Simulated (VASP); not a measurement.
Here is a VASP 6.6.1 calculation.

The input INCAR:

```
PREC = Accurate
ENCUT = 520
EDIFF = 1E-6
ISMEAR = -1
SIGMA = 0.1
LREAL = False
LASPH = True
NELM = 80
ALGO = Normal
ISIF = 2
LWAVE = False
LCHARG = False
GGA = RE
NBANDS = 19
```

The input KPOINTS:

```
Automatic mesh
0
Gamma
  12 12 17
```

File POSCAR:

```
Fe
1.0
    3.8786827639      0.0000000000      0.0000000000
   -1.9393413819      3.3590378067      0.0000000000
    0.0000000000      0.0000000000      2.4378897406
Fe
3
Direct
    0.0000000000      0.0000000000      0.0000000000
    0.3333333333      0.6666666667      0.5000000000
    0.6666666667      0.3333333333      0.5000000000
```

Potentials or basis: VASP PAW PBE potentials, release 64 (Fe).

Run with:

```console
$ cat potpaw_PBE.64/Fe/POTCAR > POTCAR
$ mpirun -np 1 vasp_std > vasp.out
```

Question: Estimate the pressure.

Answer: -0.5 GPa.

Question: Estimate the band gap on the k mesh.

Answer: Zero (bands 12 and 13 overlap by 1.39 eV).

Stress tensor (GPa, compression positive):
```
-0.41  0.00  0.00
 0.00 -0.41  0.00
 0.00  0.00 -0.57
```

Caveat: the PAW data sets were made with another functional, which shifts forces and pressure a little; the run has no spin polarisation, though such a crystal can be magnetic. Spin polarisation is off, so any magnetic state and its effect on volume and gap are missing.
